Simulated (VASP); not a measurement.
A run of VASP 6.6.1 is set up as follows.

Contents of INCAR:

```
SYSTEM = CaMg
PREC = Accurate
ENCUT = 520
EDIFF = 1E-7
ISMEAR = 0
SIGMA = 0.15
LREAL = .False.
LASPH = .True.
NELM = 60
ALGO = Fast
ISIF = 2
LWAVE = .False.
LCHARG = .False.
NBANDS = 13
```

File KPOINTS:

```
Automatic mesh
0
Gamma
  14 14 14
  0 0 0
```

POSCAR

```
CaMg
1.0
    3.6835021623      0.0000000000      0.0000000000
    0.0000000000      3.6835021623      0.0000000000
    0.0000000000      0.0000000000      4.2330806849
Ca Mg
1 1
Direct
    0.0000000000      0.0000000000      0.0000000000
    0.5000000000      0.5000000000      0.5000000000
```

Potentials or basis: VASP PAW LDA potentials, release 64 (Ca_sv, Mg).

Command:

```bash
$ cat potpaw_LDA.64/Ca_sv/POTCAR potpaw_LDA.64/Mg/POTCAR > POTCAR
$ mpirun -np 1 vasp_std > vasp.out
```

(1) What does it give for the pressure?

(2) Predict the band gap on the k mesh.

## Answers

(1) -0.1 GPa.

(2) zero (bands 6 and 7 overlap by 1.19 eV).
